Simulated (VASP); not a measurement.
# LiCuAuO2 (R3m) in VASP: further runs, part 2 of 2

VASP 6.6.1.

### Step 3. Single point, PBE

This run uses another cell than the first one, of 12.16 Å³/atom.

INCAR

```
SYSTEM = LiCuAuO2
PREC = Accurate
ENCUT = 880
EDIFF = 1E-6
ISMEAR = -1
SIGMA = 0.05
LREAL = .FALSE.
LASPH = .TRUE.
NELM = 120
ALGO = Normal
ISIF = 2
LWAVE = .FALSE.
LCHARG = .FALSE.
GGA = PE
NBANDS = 34
GGA_COMPAT = .FALSE.
```

KPOINTS

```
Automatic mesh
0
G
  8 8 8
  0 0 0
```

POSCAR

```
LiCuAuO2
1.0
    1.6535714602      0.9546899276      6.4188160000
   -1.6535714602      0.9546899276      6.4188160000
    0.0000000000     -1.9093798552      6.4188160000
Au Cu O Li
1 1 2 1
Direct
    0.9917940000      0.9917940000      0.9917940000
    0.5158030000      0.5158030000      0.5158030000
    0.1009220000      0.1009220000      0.1009220000
    0.8842220000      0.8842220000      0.8842220000
    0.7572590000      0.7572590000      0.7572590000
```

Potentials or basis: VASP PAW PBE potentials, release 64 (Au_sv_GW, Cu_sv_GW, O, Li_sv).

Started as:

```console
$ cat potpaw_PBE.64/Au_sv_GW/POTCAR potpaw_PBE.64/Cu_sv_GW/POTCAR potpaw_PBE.64/O/POTCAR potpaw_PBE.64/Li_sv/POTCAR > POTCAR
$ mpirun -np 1 vasp_std > vasp.out
```

OUTCAR:

```text
SYSTEM = LiCuAuO2
   PREC = Accurate
   ENCUT = 880
   EDIFF = 1E-6
   ISMEAR = -1
   LREAL = .FALSE.
   LASPH = .TRUE.
   NELM = 120
   ISIF = 2
   GGA = PE

 ion  position               nearest neighbor table
   1  0.992  0.992  0.992-   4 2.07   3 2.10   5 2.70   5 2.70   5 2.70
   2  0.516  0.516  0.516-   4 2.03   4 2.03   4 2.03   5 2.60   5 2.60   5 2.60
   3  0.101  0.101  0.101-   5 1.92   5 1.92   5 1.92   1 2.10
   4  0.884  0.884  0.884-   2 2.03   2 2.03   2 2.03   1 2.07
   5  0.757  0.757  0.757-   3 1.92   3 1.92   3 1.92   2 2.60   2 2.60   2 2.60   1 2.70   1 2.70
                             1 2.70

  LATTYP: Found a trigonal (rhomboedric) cell.
 ALAT       =     6.6967850700
 COS(alpha) =     0.8780608369
[... 1089 lines left out ...]
  -------------------------------------------------------------------------------------
  Total       -0.9977945     -0.9977945     -1.5195496      0.0000000      0.0000000      0.0000000
  in kB      -26.2942155    -26.2942155    -40.0436799      0.0000000      0.0000000      0.0000000
  external PRESSURE =     -30.8773703 kB  Pullay stress =       0.0000000 kB

 VOLUME and BASIS-vectors are now :
 -----------------------------------------------------------------------------
  energy-cutoff  :      880.00
  volume of cell :       60.80
      direct lattice vectors                 reciprocal lattice vectors
     1.653571460  0.954689928  6.418816000     0.302375804  0.174576752  0.051930657
    -1.653571460  0.954689928  6.418816000    -0.302375804  0.174576752  0.051930657
     0.000000000 -1.909379855  6.418816000     0.000000000 -0.349153504  0.051930657

 POSITION                                       TOTAL-FORCE (eV/Angst)
 -----------------------------------------------------------------------------------
      0.00000      0.00000     19.09843         0.000000      0.000000      0.011960
      0.00000      0.00000      9.93253         0.000000     -0.000000      0.321943
      0.00000      0.00000      1.94340         0.000000      0.000000     -0.322372
      0.00000      0.00000     17.02697         0.000000      0.000000     -0.072714
      0.00000      0.00000     14.58212         0.000000      0.000000      0.061184
 -----------------------------------------------------------------------------------
    total drift:                                0.000000     -0.000000     -0.000527

  FREE ENERGIE OF THE ION-ELECTRON SYSTEM (eV)
  ---------------------------------------------------
  free  energy   TOTEN  =       -21.6754675893 eV

  energy  without entropy=      -21.6423354957  energy(sigma->0) =      -21.65890154
```

stdout:

```text
POSCAR found type information on POSCAR AuCuO Li
 POSCAR found :  4 types and       5 ions
 scaLAPACK will be used
 LDA part: xc-table for (Slater+PW92), standard interpolation
 POSCAR, INCAR and KPOINTS ok, starting setup
 FFT: planning ... GRIDC
 FFT: planning ... GRID_SOFT
 FFT: planning ... GRID
 WAVECAR not read
 entering main loop
```

Wall time 15 min (1 thread of Intel Xeon 6975P-C (Granite Rapids), shared host); peak memory 0.98 GiB.

What came out:

* Free energy: -21.6755 eV
* Pressure: -3.1 GPa
* Largest force: 0.322 eV/Å
* Band gap on the k mesh: zero (an odd number of electrons rules out a gap without spin polarisation)

Forces in eV/Å, atoms in the order of the input:
```
Au   0.000  0.000  0.012
Cu   0.000  0.000  0.322
O    0.000  0.000 -0.322
O    0.000  0.000 -0.073
Li   0.000  0.000  0.061
```

Stress tensor (GPa, compression positive):
```
-2.63  0.00  0.00
 0.00 -2.63  0.00
 0.00  0.00 -4.00
```

Caveat: the cell stands under tension; spin-orbit coupling is left out, which moves the levels of the heavy elements. With open d or f shells a metallic result of PBE can be an artefact of self-interaction; +U or a hybrid may open a gap.

### Step 4. Single point, PBE

This run uses another cell than the first one, of 10.99 Å³/atom.

INCAR is that of step 3.

KPOINTS is that of step 3.

POSCAR, as its differences from that of step 3:

```diff
@@ -2,5 +2,5 @@
 1.0
-    1.6535714602      0.9546899276      6.4188160000
-   -1.6535714602      0.9546899276      6.4188160000
-    0.0000000000     -1.9093798552      6.4188160000
+    1.5717114869      0.9074280500      6.4188160000
+   -1.5717114869      0.9074280500      6.4188160000
+    0.0000000000     -1.8148561000      6.4188160000
 Au Cu O Li
```

Started as:

```console
$ cat potpaw_PBE.64/Au_sv_GW/POTCAR potpaw_PBE.64/Cu_sv_GW/POTCAR potpaw_PBE.64/O/POTCAR potpaw_PBE.64/Li_sv/POTCAR > POTCAR
$ mpirun -np 1 vasp_std > vasp.out
```

Wall time 15 min (1 thread of Intel Xeon 6975P-C (Granite Rapids), shared host); peak memory 0.97 GiB.

The run converged. Its results:

```yaml
Free_energy: -21.5588 eV
Pressure: 8.3 GPa
Largest_force: 0.285 eV/Å
Band_gap_on_the_k_mesh: zero (an odd number of electrons rules out a gap without spin polarisation)
```

Forces in eV/Å, atoms in the order of the input:
```
Au   0.000  0.000 -0.031
Cu   0.000  0.000 -0.032
O    0.000  0.000 -0.176
O    0.000  0.000  0.285
Li   0.000  0.000 -0.046
```

Stress tensor (GPa, compression positive):
```
10.09  0.00  0.00
 0.00 10.09  0.00
 0.00  0.00  4.73
```

Levels at points of the mesh, in eV from the Fermi level:
```tsv
k point	band 25	band 26	band 27	band 28	band 29	band 30
(0.00, 0.00, 0.00)	-1.21	0.58	0.58	0.78	4.76	6.31
(0.50, 0.00, 0.00)	-0.88	-0.33	-0.14	1.87	4.39	6.75
(0.50, 0.50, 0.00)	-1.22	0.00	0.00	2.11	4.80	7.45
(0.50, 0.50, 0.50)	-1.23	0.38	0.38	2.93	3.06	7.46
```

Caveat: the stress differs along the axes, from 5 to 10 GPa; spin-orbit coupling is left out, which moves the levels of the heavy elements.

### Step 5. The runs side by side

| cell | gap on the mesh (eV) | pressure (GPa) | largest force (eV/Å) |
| --- | --- | --- | --- |
| a = 6.686 Å, angles 28.1°, 5 atoms | none | 0.6 | 0.26 |
| a = 6.697 Å, angles 28.6°, 5 atoms | none | -3.1 | 0.32 |
| a = 6.670 Å, angles 27.3°, 5 atoms | none | 8.3 | 0.29 |

Alike in all rows: task single point; level PBE; potentials or basis VASP PAW PBE potentials, release 64 (Au_sv_GW, Cu_sv_GW, O, Li_sv); no spin polarisation; k mesh 8 × 8 × 8; cutoff (eV) 880; smearing fermi-dirac 0.05 eV.

Caveats: spin-orbit coupling is left out, which moves the levels of the heavy elements; the cell stands under tension (at least some runs); the stress differs along the axes, from 5 to 10 GPa (at least some runs).

Absolute energies hang on the potentials; compare differences alone.
